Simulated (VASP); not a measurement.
# MgO (Amm2) in VASP: single point with r2SCAN

Aim: the single point of MgO with r2SCAN.

Everything below comes from runs of VASP 6.6.1. Logs are shortened: lines on timing, memory, paths and dates and some standing lists are left out, and cuts for length are marked.

## Step 1: The cell of the first run

The structure is orthorhombic, space group Amm2 (No. 38). Conventional cell: a = 4.186 Å, b = 3.484 Å, c = 6.035 Å, α = 90.00°, β = 90.00°, γ = 90.00°. Within 2.5 Å of Mg (site symmetry mm2) lie 5 O at 1.86 to 2.10 Å. Mg (site symmetry mm2) has 5 O at 1.94 to 2.16 Å within 2.6 Å. O (site symmetry mm2) has 5 Mg at 1.94 to 2.16 Å within 2.6 Å. O (site symmetry mm2) has 5 Mg at 1.86 to 2.10 Å within 2.5 Å.

## Step 2: Single point, r2SCAN

Input file POSCAR:

```
MgO
1.0
    3.4841042127      0.0000000000      0.0000000000
   -1.7420521064      3.0173227576      0.0000000000
    0.0000000000      0.0000000000      4.1856875957
Mg O
2 2
Direct
    0.6666666667      0.3333333333      0.7500000000
    0.3333333333      0.6666666667      0.2500000000
    0.6915231391      0.3830462782      0.2500000000
    0.3581898058      0.7163796116      0.7500000000
```

Input file INCAR.step1:

```
ALGO = Normal
EDIFF = 1E-5
ENCUT = 920
GGA = PE
GGA_COMPAT = False
ISMEAR = 0
LASPH = True
LCHARG = False
LREAL = False
LWAVE = True
NBANDS = 24
NELM = 120
PREC = Accurate
SIGMA = 0.05
```

Input file INCAR.step2:

```
ALGO = Normal
EDIFF = 1E-6
ENCUT = 920
GGA_COMPAT = False
ISIF = 2
ISMEAR = 0
ISTART = 1
LASPH = True
LCHARG = False
LMIXTAU = True
LREAL = False
LWAVE = False
METAGGA = R2SCAN
NBANDS = 24
NELM = 120
PREC = Accurate
SIGMA = 0.05
```

Input file KPOINTS:

```
k-points
0
Gamma
  6 6 6
```

Potentials or basis: VASP PAW PBE potentials, release 64 (Mg_sv, O).

On the command line:

```
> cat potpaw_PBE.64/Mg_sv/POTCAR potpaw_PBE.64/O/POTCAR > POTCAR
> cp INCAR.step1 INCAR
> mpirun -np 1 vasp_std > vasp.out
> cp INCAR.step2 INCAR
> mpirun -np 1 vasp_std > vasp.out
```

OUTCAR:

```text
EDIFF = 1E-6
   ENCUT = 920
   ISIF = 2
   ISMEAR = 0
   ISTART = 1
   LASPH = True
   LREAL = False
   METAGGA = R2SCAN
   NELM = 120
   PREC = Accurate

 ion  position               nearest neighbor table
   1  0.667  0.333  0.750-   4 1.86   4 2.09   4 2.09   3 2.10   3 2.10
   2  0.333  0.667  0.250-   3 1.94   3 1.94   4 2.10   4 2.10
   3  0.692  0.383  0.250-   2 1.94   2 1.94   1 2.10   1 2.10
   4  0.358  0.716  0.750-   1 1.86   1 2.09   1 2.09   2 2.10   2 2.10

  LATTYP: Found a hexagonal cell.
 ALAT       =     3.4841042127
 C/A-ratio  =     1.2013669340

  Lattice vectors:

 A1 = (   3.4841042127,   0.0000000000,   0.0000000000)
 A2 = (  -1.7420521064,   3.0173227576,   0.0000000000)
 A3 = (   0.0000000000,   0.0000000000,   4.1856875957)

Analysis of symmetry for initial positions (statically):
=====================================================================
 Subroutine PRICEL returns:
 Original cell was already a primitive cell.

 Routine SETGRP: Setting up the symmetry group for a
 hexagonal supercell.

 Subroutine GETGRP returns: Found  4 space group operations
 (whereof  2 operations were pure point group operations)
 out of a pool of 24 trial point group operations.

The static configuration has the point symmetry C_1h.
 The point group associated with its full space group is C_2v.

Analysis of symmetry for dynamics (positions and initial velocities):
=====================================================================
 Subroutine PRICEL returns:
 Original cell was already a primitive cell.

 Routine SETGRP: Setting up the symmetry group for a
 hexagonal supercell.

 Subroutine GETGRP returns: Found  4 space group operations
 (whereof  2 operations were pure point group operations)
 out of a pool of 24 trial point group operations.

The dynamic configuration has the point symmetry C_1h.
 The point group associated with its full space group is C_2v.

 Subroutine INISYM returns: Found  4 space group operations
 (whereof  2 operations are pure point group operations),
 and found     1 'primitive' translations

----------------------------------------------------------------------------------------

                                     Primitive cell

  volume of cell :      44.0027

  direct lattice vectors                    reciprocal lattice vectors
     3.484104213  0.000000000  0.000000000     0.287017821  0.165709816  0.000000000
    -1.742052106  3.017322758  0.000000000     0.000000000  0.331419633  0.000000000
     0.000000000  0.000000000  4.185687596     0.000000000  0.000000000  0.238909373

  length of vectors
     3.484104213  3.484104213  4.185687596     0.331419633  0.331419633  0.238909373

  position of ions in fractional coordinates (direct lattice)
     0.666666667  0.333333333  0.750000000
     0.333333333  0.666666667  0.250000000
     0.691523139  0.383046278  0.250000000
     0.358189806  0.716379612  0.750000000

  ion indices of the primitive-cell ions
   primitive index   ion index
                 1           1
                 2           2
                 3           3
                 4           4

----------------------------------------------------------------------------------------

 KPOINTS: k-points

Automatic generation of k-mesh.
 Grid dimensions read from file:
 generate k-points for:    6    6    6

 Generating k-lattice:

  Cartesian coordinates                     Fractional coordinates (reciprocal lattice)
     0.047836304  0.027618303  0.000000000     0.166666667  0.000000000  0.000000000
     0.000000000  0.055236605  0.000000000     0.000000000  0.166666667  0.000000000
     0.000000000  0.000000000  0.039818229     0.000000000  0.000000000  0.166666667

  Length of vectors
     0.055236605  0.055236605  0.039818229

  Shift w.r.t. Gamma in fractional coordinates (k-lattice)
     0.000000000  0.000000000  0.000000000

 Subroutine IBZKPT returns following result:
 ===========================================

 Found     52 irreducible k-points:

 Following reciprocal coordinates:
            Coordinates               Weight
  0.000000  0.000000  0.000000      1.000000
  0.166667  0.000000  0.000000      4.000000
  0.000000  0.166667  0.000000      2.000000
  0.333333  0.000000  0.000000      4.000000
  0.000000  0.333333  0.000000      2.000000
  0.500000  0.000000  0.000000      2.000000
[... 16 lines left out ...]
  0.333333  0.166667  0.166667      8.000000
 -0.166667  0.500000  0.166667      8.000000
 [... further k-points ...]
   k-points           NKPTS =     52   k-points in BZ     NKDIM =     52   number of bands    NBANDS=     24
   number of dos      NEDOS =    301   number of ions     NIONS =      4
   total plane-waves  NPLWV =  54432
   dimension x,y,z NGX =    36 NGY =   36 NGZ =   42
   dimension x,y,z NGXF=    72 NGYF=   72 NGZF=   84
   ions per type =               2   2
   NGX,Y,Z   is equivalent  to a cutoff of  17.18, 17.18, 16.68 a.u.
   NGXF,Y,Z  is equivalent  to a cutoff of  34.36, 34.36, 33.36 a.u.
 SYSTEM =  unknown system
   PREC   = accura    normal or accurate (medium, high low for compatibility)
   ISTART =      1    job   : 0-new  1-cont  2-samecut
   ICHARG =      0    charge: 1-file 2-atom 10-const
   ISPIN  =      1    spin polarized calculation?
   LNONCOLLINEAR =      F non collinear calculations
   LSORBIT =      F    spin-orbit coupling
   LASPH  =      T    aspherical Exc in radial PAW
   ENCUT  =  920.0 eV  67.62 Ry    8.22 a.u.   8.62  8.62 10.35*2*pi/ulx,y,z
   NELM   =    120;   NELMIN=  2; NELMDL=  0     # of ELM steps
   EDIFF  = 0.1E-05   stopping-criterion for ELM
   LREAL  =      F    real-space projection
   EDIFFG = 0.1E-04   stopping-criterion for IOM
   NSW    =      0    number of steps for IOM
   IBRION =     -1    ionic relax: 0-MD 1-quasi-New 2-CG
   NFREE  =      0    steps in history (QN), initial steepest desc. (CG)
   ISIF   =      2    stress and relaxation
   ISYM   =      2    0-nonsym 1-usesym 2-fastsym
   POTIM  = 0.5000    time-step for ionic-motion
   TEBEG  =    0.0;   TEEND  =   0.0 temperature during run
   PSTRESS=    0.0 pullay stress
   NELECT =      32.0000    total number of electrons
   NUPDOWN=      -1.0000    fix difference up-down
   EMIN   =  10.00;   EMAX   =-10.00  energy-range for DOS
   EFERMI =   0.00;   METHOD = LEGACY
   ISMEAR =     0;   SIGMA  =   0.05  broadening in eV -4-tet -1-fermi 0-gaus
   EFERMI_NEDOS =   21; number of points for ismear=-14 and -15
   IALGO  =     38    algorithm
   IMIX   =      4    mixing-type and parameters
     AMIX     =   0.40;   BMIX     =  1.00
     AMIX_MAG =   1.60;   BMIX_MAG =  1.00
  volume/ion in A,a.u.               =      11.00        74.24
  Fermi-wavevector in a.u.,A,eV,Ry     =   1.472194  2.782042 29.488640  2.167354
  Thomas-Fermi vector in A             =   2.587238
   LORBIT       =      0    0 simple, 1 ext, 2 COOP (PROOUT), +10 PAW based schemes
   METAGGA = R2SCAN    functional components
   LHFCALC =     F    Hartree Fock is set to
   AEXX    =    0.0000 exact exchange contribution
   IVDW    =     0    specifies the selected vdW correction
   LEPSILON=     F    determine dielectric tensor
   LRPA    =     F    only Hartree local field effects (RPA)
 non-spin polarized calculation
 Gauss-broadening in eV      SIGMA  =   0.05
  energy-cutoff  :      920.00
  volume of cell :       44.00
 maximum number of plane-waves:      2811
 NGX is ok and might be reduce to    36
   NGX = 17   NGY = 17   NGZ = 21

 number of electron      31.9999994 magnetization

 Free energy of the ion-electron system (eV)
  ---------------------------------------------------
  ext. energy  EPLUGINS =         0.00000000
  ---------------------------------------------------
  free energy    TOTEN  =       -31.84186219 eV

  energy without entropy =      -31.84186219  energy(sigma->0) =      -31.84186219

 E-fermi :   1.6342     XC(G=0): -10.9326

 val. band max:        1.3490951318   @ k =   0.0000   0.0000   0.0000
 cond. band min:       5.4278397783   @ k =   0.0000   0.0000   0.0000
 fundamental gap:      4.0787446465
 Fermi energy:         1.6341647391

 k-point     1 :       0.0000    0.0000    0.0000
  band No.  band energies     occupation
      1     -73.5340      2.00000
      2     -73.5214      2.00000
      3     -38.6863      2.00000
      4     -38.6826      2.00000
      5     -38.6758      2.00000
      6     -38.6288      2.00000
[... 16 lines left out ...]
     23      18.2004      0.00000
     24      18.2185      0.00000

 k-point     2 :       0.1667    0.0000    0.0000
  band No.  band energies     occupation
      1     -73.5333      2.00000
      2     -73.5219      2.00000
      3     -38.6897      2.00000
      4     -38.6780      2.00000
      5     -38.6764      2.00000
      6     -38.6355      2.00000
[... 16 lines left out ...]
     23      17.0637      0.00000
     24      17.3908      0.00000

 k-point     3 :       0.0000    0.1667    0.0000
  band No.  band energies     occupation
      1     -73.5333      2.00000
      2     -73.5219      2.00000
      3     -38.6898      2.00000
      4     -38.6779      2.00000
      5     -38.6775      2.00000
      6     -38.6342      2.00000
[... 16 lines left out ...]
     23      17.2124      0.00000
     24      17.3714      0.00000

 k-point     4 :       0.3333    0.0000    0.0000
  band No.  band energies     occupation
      1     -73.5314      2.00000
      2     -73.5230      2.00000
      3     -38.6960      2.00000
      4     -38.6782      2.00000
      5     -38.6662      2.00000
      6     -38.6475      2.00000
[... 16 lines left out ...]
     23      16.6317      0.00000
     24      17.2201      0.00000

 k-point     5 :       0.0000    0.3333    0.0000
  band No.  band energies     occupation
      1     -73.5314      2.00000
      2     -73.5230      2.00000
      3     -38.6968      2.00000
      4     -38.6809      2.00000
      5     -38.6661      2.00000
      6     -38.6450      2.00000
[... 451 lines left out ...]
 k-point    22 :      -0.3333    0.1667    0.1667
  band No.  band energies     occupation
      1     -73.5315      2.00000
      2     -73.5231      2.00000
      3     -38.6950      2.00000
      4     -38.6816      2.00000
      5     -38.6650      2.00000
      6     -38.6447      2.00000
[... 16 lines left out ...]
     23      16.8278      0.00000
     24      17.7973      0.00000

 k-point    23 :       0.3333    0.1667    0.1667
  band No.  band energies     occupation
      1     -73.5300      2.00000
      2     -73.5240      2.00000
      3     -38.6998      2.00000
      4     -38.6866      2.00000
      5     -38.6608      2.00000
      6     -38.6480      2.00000
[... 16 lines left out ...]
     23      16.6639      0.00000
     24      17.9660      0.00000

 k-point    24 :      -0.1667    0.5000    0.1667
  band No.  band energies     occupation
      1     -73.5301      2.00000
      2     -73.5239      2.00000
      3     -38.7024      2.00000
      4     -38.6845      2.00000
      5     -38.6636      2.00000
      6     -38.6460      2.00000
[... 16 lines left out ...]
     23      16.6848      0.00000
     24      17.9746      0.00000

 [... further k-points ...]
[... 5 lines left out ...]
  --------------------------------------------------------------------------------------
  -------------------------------------------------------------------------------------
  Total        0.6888672      1.4315694      0.0135245     -0.0000000      0.0000000      0.0000000
  in kB       25.0822444     52.1246663      0.4924372     -0.0000000      0.0000000      0.0000000
  external PRESSURE =      25.8997827 kB  Pullay stress =       0.0000000 kB

 VOLUME and BASIS-vectors are now :
 -----------------------------------------------------------------------------
  energy-cutoff  :      920.00
  volume of cell :       44.00
      direct lattice vectors                 reciprocal lattice vectors
     3.484104213  0.000000000  0.000000000     0.287017821  0.165709816  0.000000000
    -1.742052106  3.017322758  0.000000000     0.000000000  0.331419633  0.000000000
     0.000000000  0.000000000  4.185687596     0.000000000  0.000000000  0.238909373

 POSITION                                       TOTAL-FORCE (eV/Angst)
 -----------------------------------------------------------------------------------
      1.74205      1.00577      3.13927        -0.000000      1.858527      0.000000
     -0.00000      2.01155      1.04642        -0.000000      1.121697      0.000000
      1.74205      1.15577      1.04642         0.000000     -1.119108      0.000000
     -0.00000      2.16155      3.13927         0.000000     -1.861115      0.000000
 -----------------------------------------------------------------------------------
    total drift:                                0.000001      0.062327      0.000000

  FREE ENERGIE OF THE ION-ELECTRON SYSTEM (eV)
  ---------------------------------------------------
  free  energy   TOTEN  =       -31.8418621933 eV

  energy  without entropy=      -31.8418621933  energy(sigma->0) =      -31.84186219
```

Run time: 5.8 min. Hardware: 1 thread of AMD EPYC 7R13 (Zen 3), shared host; peak memory 0.26 GiB.

What came out:

* Free energy: -31.8419 eV
* Pressure: 2.6 GPa
* Largest force: 1.861 eV/Å
* Band gap on the k mesh: 4.08 eV

Forces on the atoms (eV/Å):
```
Mg   0.000  1.859  0.000
Mg   0.000  1.122  0.000
O    0.000 -1.119  0.000
O    0.000 -1.861  0.000
```

Stress tensor (GPa, compression positive):
```
2.51 0.00 0.00
0.00 5.21 0.00
0.00 0.00 0.05
```

Caveat: the cell differs from its parent crystal (all O atoms moved -0.150 Å, as atom 3 towards its neighbour atom 2 (Mg) at 2.012 Å); the stress differs along the axes, from 0 to 5 GPa; the PAW data sets were made with another functional, which shifts forces and pressure a little.
